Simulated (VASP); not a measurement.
Runs of VASP 6.6.1 on B. The structure is that of space group Fd-3m (No. 227), or close to it. The cells are those of the table. 

| task | cell | smearing | k mesh for the DOS | occupations for the DOS | gap on the mesh (eV) | pressure (GPa) |
| --- | --- | --- | --- | --- | --- | --- |
| single point | a = 2.851 Å, angles 60.0°, 2 atoms | fermi-dirac 0.05 eV | - | - | none | 0.2 |
| single point | a = 2.263 Å, angles 60.0°, 2 atoms | fermi-dirac 0.05 eV | - | - | none | 413.6 |
| single point | a = 2.752 Å, angles 60.0°, 2 atoms | gaussian 0.15 eV | - | - | none | (b) |
| single point | a = 2.404 Å, angles 60.0°, 2 atoms | fermi-dirac 0.05 eV | - | - | none | (a) |
| single point | a = 2.646 Å, angles 60.0°, 2 atoms | fermi-dirac 0.05 eV | - | - | none | 60.8 |
| single point | a = 2.531 Å, angles 60.0°, 2 atoms | fermi-dirac 0.05 eV | - | - | none | 121.6 |

Alike in all rows: level PBEsol; potentials or basis VASP PAW PBE potentials, release 64 (B); no spin polarisation; k mesh 18 × 18 × 18; cutoff (eV) 520.

Question: Estimate the missing entries.

Answer: (a) 225.2; (b) 23.6.

Caveats: the PAW data sets were made with another functional, which shifts forces and pressure a little.

A gap of «none» marks levels without a gap at the run's occupations.
